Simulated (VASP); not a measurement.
# Ag (Fm-3m) in VASP: a series of runs

Ag is run at these levels: r2SCAN; tasks: single point, relaxation of cell and atoms.

Everything below comes from runs of VASP 6.6.1. Logs are shortened: lines on timing, memory, paths and dates and some standing lists are left out, and cuts for length are marked.

## 1. The cell of the first run

It takes space group Fm-3m (No. 225, cubic). The conventional cell has a = 4.104 Å, b = 4.104 Å, c = 4.104 Å, α = 90.00°, β = 90.00°, γ = 90.00°. Within 3.8 Å of Ag (site symmetry m-3m) lie 12 Ag at 2.90 Å.

## 2. Single point, r2SCAN

File POSCAR:

```
Ag
1.0
    0.0000000000      2.0519023272      2.0519023272
    2.0519023272      0.0000000000      2.0519023272
    2.0519023272      2.0519023272      0.0000000000
Ag
1
Direct
    0.0000000000      0.0000000000      0.0000000000
```

File INCAR.step1:

```
PREC     = Accurate       # precision mode
ENCUT    = 520            # plane-wave cutoff, eV
ISMEAR   = -1             # smearing method
SIGMA    = 0.1            # smearing width, eV
LREAL    = F              # projectors in reciprocal space
LASPH    = T              # aspherical terms in the spheres
NELM     = 100            # most SCF steps
NBANDS   = 12             # bands
GGA      = PE             # functional
ALGO     = Normal         # electronic algorithm
EDIFF    = 1E-4           # SCF threshold, eV
LWAVE    = T              # write WAVECAR
LCHARG   = F              # write CHGCAR
```

File INCAR.step2:

```
PREC     = Accurate       # precision mode
ENCUT    = 520            # plane-wave cutoff, eV
EDIFF    = 1E-6           # SCF threshold, eV
ISMEAR   = -1             # smearing method
SIGMA    = 0.1            # smearing width, eV
LREAL    = F              # projectors in reciprocal space
LASPH    = T              # aspherical terms in the spheres
NELM     = 100            # most SCF steps
ALGO     = Normal         # electronic algorithm
ISIF     = 2              # what is computed and relaxed
LWAVE    = F              # write WAVECAR
LCHARG   = T              # write CHGCAR
METAGGA  = R2SCAN         # meta-GGA
LMIXTAU  = T            
LELF     = T              # ELF
LVHAR    = T            
NBANDS   = 12             # bands
ISTART   = 1
```

File KPOINTS:

```
Automatic mesh
0
Gamma
  13 13 13
```

Potentials or basis: VASP PAW PBE potentials, release 64 (Ag).

Launch:

```
cat potpaw_PBE.64/Ag/POTCAR > POTCAR
cp INCAR.step1 INCAR
mpirun -np 1 vasp_std > vasp.out
cp INCAR.step2 INCAR
mpirun -np 1 vasp_std > vasp.out
```

OUTCAR:

```text
PREC = Accurate
   ENCUT = 520
   EDIFF = 1E-6
   ISMEAR = -1
   LREAL = F
   LASPH = T
   NELM = 100
   ISIF = 2
   METAGGA = R2SCAN
   ISTART = 1

 ion  position               nearest neighbor table
   1  0.000  0.000  0.000-

  LATTYP: Found a face centered cubic cell.
 ALAT       =     4.1038046544

  Lattice vectors:

 A1 = (   0.0000000000,   2.0519023272,   2.0519023272)
 A2 = (   2.0519023272,   0.0000000000,   2.0519023272)
 A3 = (   2.0519023272,   2.0519023272,   0.0000000000)

Analysis of symmetry for initial positions (statically):
=====================================================================
 Subroutine PRICEL returns:
 Original cell was already a primitive cell.

 Routine SETGRP: Setting up the symmetry group for a
 face centered cubic supercell.

 Subroutine GETGRP returns: Found 48 space group operations
 (whereof 48 operations were pure point group operations)
 out of a pool of 48 trial point group operations.

The static configuration has the point symmetry O_h .

Analysis of symmetry for dynamics (positions and initial velocities):
=====================================================================
 Subroutine PRICEL returns:
 Original cell was already a primitive cell.

 Routine SETGRP: Setting up the symmetry group for a
 face centered cubic supercell.

 Subroutine GETGRP returns: Found 48 space group operations
 (whereof 48 operations were pure point group operations)
 out of a pool of 48 trial point group operations.

The dynamic configuration has the point symmetry O_h .

 Subroutine INISYM returns: Found 48 space group operations
 (whereof 48 operations are pure point group operations),
 and found     1 'primitive' translations

----------------------------------------------------------------------------------------

                                     Primitive cell

  volume of cell :      17.2783

  direct lattice vectors                    reciprocal lattice vectors
     0.000000000  2.051902327  2.051902327    -0.243676316  0.243676316  0.243676316
     2.051902327  0.000000000  2.051902327     0.243676316 -0.243676316  0.243676316
     2.051902327  2.051902327  0.000000000     0.243676316  0.243676316 -0.243676316

  length of vectors
     2.901828100  2.901828100  2.901828100     0.422059760  0.422059760  0.422059760

  position of ions in fractional coordinates (direct lattice)
     0.000000000  0.000000000  0.000000000

  ion indices of the primitive-cell ions
   primitive index   ion index
                 1           1

----------------------------------------------------------------------------------------

 KPOINTS: Automatic mesh

Automatic generation of k-mesh.
 Grid dimensions read from file:
 generate k-points for:   13   13   13

 Generating k-lattice:

  Cartesian coordinates                     Fractional coordinates (reciprocal lattice)
    -0.018744332  0.018744332  0.018744332     0.076923077  0.000000000  0.000000000
     0.018744332 -0.018744332  0.018744332     0.000000000  0.076923077  0.000000000
     0.018744332  0.018744332 -0.018744332     0.000000000  0.000000000  0.076923077

  Length of vectors
     0.032466135  0.032466135  0.032466135

  Shift w.r.t. Gamma in fractional coordinates (k-lattice)
     0.000000000  0.000000000  0.000000000

 Subroutine IBZKPT returns following result:
 ===========================================

 Found     84 irreducible k-points:

 Following reciprocal coordinates:
            Coordinates               Weight
  0.000000  0.000000  0.000000      1.000000
  0.076923  0.000000  0.000000      8.000000
  0.153846  0.000000  0.000000      8.000000
  0.230769  0.000000  0.000000      8.000000
  0.307692  0.000000  0.000000      8.000000
  0.384615  0.000000  0.000000      8.000000
[... 16 lines left out ...]
  0.384615  0.153846  0.000000     24.000000
  0.461538  0.153846  0.000000     24.000000
 [... further k-points ...]
   k-points           NKPTS =     84   k-points in BZ     NKDIM =     84   number of bands    NBANDS=     12
   number of dos      NEDOS =    301   number of ions     NIONS =      1
   total plane-waves  NPLWV =  13824
   dimension x,y,z NGX =    24 NGY =   24 NGZ =   24
   dimension x,y,z NGXF=    48 NGYF=   48 NGZF=   48
   ions per type =               1
   NGX,Y,Z   is equivalent  to a cutoff of  13.75, 13.75, 13.75 a.u.
   NGXF,Y,Z  is equivalent  to a cutoff of  27.50, 27.50, 27.50 a.u.
 SYSTEM =  unknown system
   PREC   = accura    normal or accurate (medium, high low for compatibility)
   ISTART =      1    job   : 0-new  1-cont  2-samecut
   ICHARG =      0    charge: 1-file 2-atom 10-const
   ISPIN  =      1    spin polarized calculation?
   LNONCOLLINEAR =      F non collinear calculations
   LSORBIT =      F    spin-orbit coupling
   LASPH  =      T    aspherical Exc in radial PAW
   ENCUT  =  520.0 eV  38.22 Ry    6.18 a.u.   5.40  5.40  5.40*2*pi/ulx,y,z
   NELM   =    100;   NELMIN=  2; NELMDL=  0     # of ELM steps
   EDIFF  = 0.1E-05   stopping-criterion for ELM
   LREAL  =      F    real-space projection
   EDIFFG = 0.1E-04   stopping-criterion for IOM
   NSW    =      0    number of steps for IOM
   IBRION =     -1    ionic relax: 0-MD 1-quasi-New 2-CG
   NFREE  =      0    steps in history (QN), initial steepest desc. (CG)
   ISIF   =      2    stress and relaxation
   ISYM   =      2    0-nonsym 1-usesym 2-fastsym
   POTIM  = 0.5000    time-step for ionic-motion
   TEBEG  =    0.0;   TEEND  =   0.0 temperature during run
   PSTRESS=    0.0 pullay stress
   NELECT =      11.0000    total number of electrons
   NUPDOWN=      -1.0000    fix difference up-down
   EMIN   =  10.00;   EMAX   =-10.00  energy-range for DOS
   EFERMI =   0.00;   METHOD = LEGACY
   ISMEAR =    -1;   SIGMA  =   0.10  broadening in eV -4-tet -1-fermi 0-gaus
   EFERMI_NEDOS =   21; number of points for ismear=-14 and -15
   IALGO  =     38    algorithm
   IMIX   =      4    mixing-type and parameters
     AMIX     =   0.40;   BMIX     =  1.00
     AMIX_MAG =   1.60;   BMIX_MAG =  1.00
  volume/ion in A,a.u.               =      17.28       116.60
  Fermi-wavevector in a.u.,A,eV,Ry     =   1.408334  2.661366 26.985864  1.983405
  Thomas-Fermi vector in A             =   2.530502
   LORBIT       =      0    0 simple, 1 ext, 2 COOP (PROOUT), +10 PAW based schemes
   METAGGA = R2SCAN    functional components
   LHFCALC =     F    Hartree Fock is set to
   AEXX    =    0.0000 exact exchange contribution
   IVDW    =     0    specifies the selected vdW correction
   LEPSILON=     F    determine dielectric tensor
   LRPA    =     F    only Hartree local field effects (RPA)
 non-spin polarized calculation
  energy-cutoff  :      520.00
  volume of cell :       17.28
 maximum number of plane-waves:       487
 NGX is ok and might be reduce to    24
   NGX = 11   NGY = 11   NGZ = 11

 number of electron      10.9999999 magnetization

 Free energy of the ion-electron system (eV)
  ---------------------------------------------------
  ext. energy  EPLUGINS =         0.00000000
  ---------------------------------------------------
  free energy    TOTEN  =       -21.36053889 eV

  energy without entropy =      -21.35035146  energy(sigma->0) =      -21.35544517

 E-fermi :   8.4150     XC(G=0): -12.8778

 val. band max:        8.3848943982   @ k =  -0.4615   0.0769   0.0000
 cond. band min:       8.4470700357   @ k =  -0.3077   0.2308   0.0000
 fundamental gap:      0.0621756375
 Fermi energy:         8.4149560632

 k-point     1 :       0.0000    0.0000    0.0000
  band No.  band energies     occupation
      1       0.3895      2.00000
      2       3.1547      2.00000
      3       3.1547      2.00000
      4       3.1547      2.00000
      5       4.1744      2.00000
      6       4.1744      2.00000
      7      24.8662      0.00000
      8      28.5152      0.00000
      9      28.5152      0.00000
     10      28.5152      0.00000
     11      33.4473      0.00000
     12      34.4047      0.00000

 k-point     2 :       0.0769    0.0000    0.0000
  band No.  band energies     occupation
      1       0.5774      2.00000
      2       3.1147      2.00000
      3       3.2050      2.00000
      4       3.2050      2.00000
      5       4.1562      2.00000
      6       4.1562      2.00000
      7      24.8500      0.00000
      8      27.0452      0.00000
      9      28.5731      0.00000
     10      28.5731      0.00000
     11      33.2128      0.00000
     12      34.2148      0.00000

 k-point     3 :       0.1538    0.0000    0.0000
  band No.  band energies     occupation
      1       1.0886      2.00000
      2       3.0634      2.00000
      3       3.3139      2.00000
      4       3.3139      2.00000
      5       4.1434      2.00000
      6       4.1434      2.00000
      7      23.4185      0.00000
      8      25.8171      0.00000
      9      28.6644      0.00000
     10      28.6644      0.00000
     11      32.0496      0.00000
     12      33.4921      0.00000

 k-point     4 :       0.2308    0.0000    0.0000
  band No.  band energies     occupation
      1       1.6364      2.00000
      2       3.3230      2.00000
      3       3.3606      2.00000
      4       3.3606      2.00000
      5       4.2502      2.00000
      6       4.2502      2.00000
      7      20.4658      0.00000
      8      25.5765      0.00000
      9      28.5466      0.00000
     10      28.5466      0.00000
     11      31.7650      0.00000
     12      32.4924      0.00000

 k-point     5 :       0.3077    0.0000    0.0000
  band No.  band energies     occupation
      1       1.7710      2.00000
      2       3.2950      2.00000
      3       3.2950      2.00000
      4       4.3702      2.00000
      5       4.5038      2.00000
      6       4.5038      2.00000
      7      17.4093      0.00000
      8      25.0431      0.00000
      9      27.9999      0.00000
     10      28.0000      0.00000
     11      31.8713      0.00000
     12      31.8713      0.00000
[... 228 lines left out ...]
      1       1.8171      2.00000
      2       2.6653      2.00000
      3       3.5362      2.00000
      4       3.6548      2.00000
      5       4.0782      2.00000
      6       4.4336      2.00000
      7      22.9935      0.00000
      8      25.1392      0.00000
      9      25.3548      0.00000
     10      27.0552      0.00000
     11      29.9840      0.00000
     12      34.5705      0.00000

 k-point    22 :       0.3077    0.1538    0.0000
  band No.  band energies     occupation
      1       2.1206      2.00000
      2       2.7999      2.00000
      3       3.3653      2.00000
      4       3.6856      2.00000
      5       4.6340      2.00000
      6       4.8623      2.00000
      7      19.8976      0.00000
      8      24.4690      0.00000
      9      24.8781      0.00000
     10      26.7281      0.00000
     11      30.7379      0.00000
     12      34.3109      0.00000

 k-point    23 :       0.3846    0.1538    0.0000
  band No.  band energies     occupation
      1       2.0569      2.00000
      2       3.0549      2.00000
      3       3.4079      2.00000
      4       3.6143      2.00000
      5       4.8647      2.00000
      6       6.1629      2.00000
      7      16.8593      0.00000
      8      23.9874      0.00000
      9      24.1190      0.00000
     10      25.9098      0.00000
     11      32.9948      0.00000
     12      34.0905      0.00000

 k-point    24 :       0.4615    0.1538    0.0000
  band No.  band energies     occupation
      1       1.9732      2.00000
      2       2.9628      2.00000
      3       3.5198      2.00000
      4       3.8010      2.00000
      5       4.9953      2.00000
      6       7.8777      1.99076
      7      14.0745      0.00000
      8      22.9842      0.00000
      9      24.1872      0.00000
     10      25.3479      0.00000
     11      33.8700      0.00000
     12      33.9008      0.00000

 [... further k-points ...]
[... 5 lines left out ...]
  --------------------------------------------------------------------------------------
  -------------------------------------------------------------------------------------
  Total        0.0115991      0.0115991      0.0115991      0.0000000     -0.0000000     -0.0000000
  in kB        1.0755629      1.0755629      1.0755629      0.0000000     -0.0000000     -0.0000000
  external PRESSURE =       1.0755629 kB  Pullay stress =       0.0000000 kB

 VOLUME and BASIS-vectors are now :
 -----------------------------------------------------------------------------
  energy-cutoff  :      520.00
  volume of cell :       17.28
      direct lattice vectors                 reciprocal lattice vectors
     0.000000000  2.051902327  2.051902327    -0.243676316  0.243676316  0.243676316
     2.051902327  0.000000000  2.051902327     0.243676316 -0.243676316  0.243676316
     2.051902327  2.051902327  0.000000000     0.243676316  0.243676316 -0.243676316

 POSITION                                       TOTAL-FORCE (eV/Angst)
 -----------------------------------------------------------------------------------
      0.00000      0.00000      0.00000         0.000000      0.000000      0.000000
 -----------------------------------------------------------------------------------
    total drift:                               -0.000000      0.000000     -0.000000

  FREE ENERGIE OF THE ION-ELECTRON SYSTEM (eV)
  ---------------------------------------------------
  free  energy   TOTEN  =       -21.3605388879 eV

  energy  without entropy=      -21.3503514569  energy(sigma->0) =      -21.35544517
```

It took 53 s on 1 thread of Intel Xeon Platinum 8375C at 2.90GHz (Ice Lake), shared host; peak memory 0.15 GiB.

Results:

* Free energy: -21.3605 eV
* Pressure: 0.1 GPa

Levels at points of the mesh, in eV from the Fermi level:
```csv
k point,band 3,band 4,band 5,band 6,band 7,band 8,band 9,band 10
"(0.00, 0.00, 0.00)",-5.26,-5.26,-4.24,-4.24,16.45,20.10,20.10,20.10
```

Caveat: the PAW data sets were made with another functional, which shifts forces and pressure a little.

## 3. Single point, r2SCAN

POSCAR is that of step 2.

File INCAR.step1:

```
PREC = Accurate
ENCUT = 520
ISMEAR = -1
SIGMA = 0.1
LREAL = F
LASPH = T
NELM = 80
NBANDS = 12
GGA = PE
ALGO = Normal
EDIFF = 1E-4
LWAVE = T
LCHARG = F
```

File INCAR.step2:

```
PREC = Accurate
ENCUT = 520
EDIFF = 1E-6
ISMEAR = -1
SIGMA = 0.1
LREAL = F
LASPH = T
NELM = 80
ALGO = Normal
ISIF = 2
LWAVE = F
LCHARG = F
METAGGA = R2SCAN
LMIXTAU = T
NBANDS = 12
ISTART = 1
```

File KPOINTS:

```
regular mesh
0
Gamma
  22 22 22
```

Potentials or basis: VASP PAW PBE potentials, release 64 (Ag).

Launch:

```
cat potpaw_PBE.64/Ag/POTCAR > POTCAR
cp INCAR.step1 INCAR
mpirun -np 1 vasp_std > vasp.out
cp INCAR.step2 INCAR
mpirun -np 1 vasp_std > vasp.out
```

Wall time 3 min (1 thread of Intel Xeon Platinum 8375C at 2.90GHz (Ice Lake), shared host); peak memory 0.19 GiB.

The run converged. Its results:

```yaml
Free_energy: -21.3631 eV
Pressure: 0.2 GPa
```

Levels at points of the mesh, in eV from the Fermi level:
| k point | band 3 | band 4 | band 5 | band 6 | band 7 | band 8 | band 9 | band 10 |
| --- | --- | --- | --- | --- | --- | --- | --- | --- |
| (0.00, 0.00, 0.00) | -5.13 | -5.13 | -4.11 | -4.11 | 16.58 | 20.23 | 20.23 | 20.23 |
| (0.50, 0.00, 0.00) | -5.16 | -3.31 | -3.31 | -0.34 | 3.59 | 15.82 | 18.43 | 18.43 |
| (0.50, 0.50, 0.00) | -3.35 | -3.10 | -3.10 | 1.70 | 6.83 | 11.03 | 11.03 | 17.48 |

Caveat: the PAW data sets were made with another functional, which shifts forces and pressure a little.

## 4. Relaxation of cell and atoms, r2SCAN

This run uses another cell than the first one, of 17.06 Å³/atom, 0.987 times its volume.

File POSCAR:

```
Ag
1.0
    0.0000000000      2.0431000000      2.0431000000
    2.0431000000      0.0000000000      2.0431000000
    2.0431000000      2.0431000000      0.0000000000
Ag
1
Direct
    0.0000000000      0.0000000000      0.0000000000
```

File INCAR.step1:

```
PREC     = Accurate       # precision mode
ENCUT    = 600            # plane-wave cutoff, eV
ISMEAR   = -1             # smearing method
SIGMA    = 0.1            # smearing width, eV
LREAL    = F              # projectors in reciprocal space
LASPH    = T              # aspherical terms in the spheres
NELM     = 80             # most SCF steps
GGA      = PE             # functional
ALGO     = Normal         # electronic algorithm
EDIFF    = 1E-4           # SCF threshold, eV
LWAVE    = T              # write WAVECAR
LCHARG   = F              # write CHGCAR
```

File INCAR.step2:

```
PREC     = Accurate       # precision mode
ENCUT    = 600            # plane-wave cutoff, eV
EDIFF    = 1E-7           # SCF threshold, eV
ISMEAR   = -1             # smearing method
SIGMA    = 0.1            # smearing width, eV
LREAL    = F              # projectors in reciprocal space
LASPH    = T              # aspherical terms in the spheres
NELM     = 80             # most SCF steps
ALGO     = Normal         # electronic algorithm
ISIF     = 3              # what is computed and relaxed
LWAVE    = F              # write WAVECAR
LCHARG   = F              # write CHGCAR
METAGGA  = R2SCAN         # meta-GGA
LMIXTAU  = T            
IBRION   = 2              # ionic algorithm
NSW      = 80             # ionic steps
EDIFFG   = -0.01          # ionic threshold
ISTART   = 1
```

File KPOINTS:

```
Automatic mesh
0
Gamma
  13 13 13
```

Launch:

```
cat potpaw_PBE.64/Ag/POTCAR > POTCAR
cp INCAR.step1 INCAR
mpirun -np 1 vasp_std > vasp.out
cp INCAR.step2 INCAR
mpirun -np 1 vasp_std > vasp.out
```

Run time: 1.9 min. Hardware: 1 thread of Intel Xeon Platinum 8375C at 2.90GHz (Ice Lake), shared host; peak memory 0.16 GiB.

Results (log left out):

```yaml
Free_energy: -21.3599 eV
Relaxed_volume: 17.29 Å³/atom
Relaxed_cell: a = 2.903 Å, b = 2.903 Å, c = 2.903 Å, α = 60.00°, β = 60.00°, γ = 60.00°
Space_group_after_relaxing_to_0.05_Å: Fm-3m (No. 225)
Energy_gained_by_relaxing: 1.1 meV/atom
Ionic_steps: 3
Pressure_after_relaxing: 0.0 GPa
```

Step by step:
| step | energy change (eV) | largest force (eV/Å) | pressure (GPa) | volume (Å³) |
| --- | --- | --- | --- | --- |
| 1 | 0.0000 | 0.0000 | 1.49 | 17.06 |
| 2 | -0.0006 | 0.0000 | -0.91 | 17.45 |
| 3 | -0.0011 | 0.0000 | 0.04 | 17.29 |

Final structure:
```
Ag
1.0
     0.00000    2.05249    2.05249
     2.05249    0.00000    2.05249
     2.05249    2.05249    0.00000
Ag
1
Cartesian
  0.0000 0.0000 0.0000
```

Levels at points of the mesh, in eV from the Fermi level:
```
           k point  band 3  band 4  band 5  band 6  band 7  band 8  band 9
(0.00, 0.00, 0.00)   -5.26   -5.26   -4.24   -4.24   16.45   20.09   20.09
```

Caveat: the PAW data sets were made with another functional, which shifts forces and pressure a little.

## 5. The runs side by side

| task | cell | k mesh | cutoff (eV) | gap on the mesh (eV) | pressure (GPa) |
| --- | --- | --- | --- | --- | --- |
| single point | a = 2.902 Å, angles 60.0°, 1 atom | 13 × 13 × 13 | 520 | none | 0.1 |
| single point | a = 2.902 Å, angles 60.0°, 1 atom | 22 × 22 × 22 | 520 | none | 0.2 |
| relaxation of cell and atoms | relaxed from a = 2.889 Å, angles 60.0°, 1 atom | 13 × 13 × 13 | 600 | none | 0.0 |

Alike in all rows: level r2SCAN; potentials or basis VASP PAW PBE potentials, release 64 (Ag); no spin polarisation; smearing fermi-dirac 0.1 eV.

Caveats: the PAW data sets were made with another functional, which shifts forces and pressure a little.

Absolute energies hang on the potentials; compare differences alone.
